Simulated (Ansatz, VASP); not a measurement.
# One calculation of Ga, two programs

```xyz
2
Lattice="2.8329 0.0000 0.0000 0.0000 3.3460 0.0000 -1.3698 0.0000 4.0685" Properties=species:S:1:pos:R:3 pbc="T T T"
Ga   -0.6737    2.5095    3.1334
Ga    2.1368    0.8365    0.9351
```

Alike in both runs: task single point; functional r2SCAN; k mesh 10 × 8 × 7; occupations fermi-dirac, width 0.05 eV; no spin polarisation.

```csv
,VASP,Ansatz
version,VASP 6.6.1,Ansatz 0.2.0
potentials or method,"VASP PAW PBE potentials, release 64 (Ga_d)",Ansatz PAW
plane-wave cutoff (eV),520,500
valence electrons in the cell,26,26
```

VASP gave:

- gap on the k mesh at the Fermi level (eV): none
- pressure (GPa): -3.1
- traceless stress, the component that is largest in VASP (GPa): -0.63
- rms of the force components (eV/Å): 0.016

Question: Estimate Ansatz's values.

Answer: gap on the k mesh at the Fermi level (eV): none; pressure (GPa): -3.2; traceless stress, the component that is largest in VASP (GPa): -0.61; rms of the force components (eV/Å): 0.021.

VASP's potentials were made for PBE, not for r2SCAN. Atom by atom the forces differ by 0.005 eV/Å (rms over components). A gap of «none» marks a metal or a gap that the smearing closes.
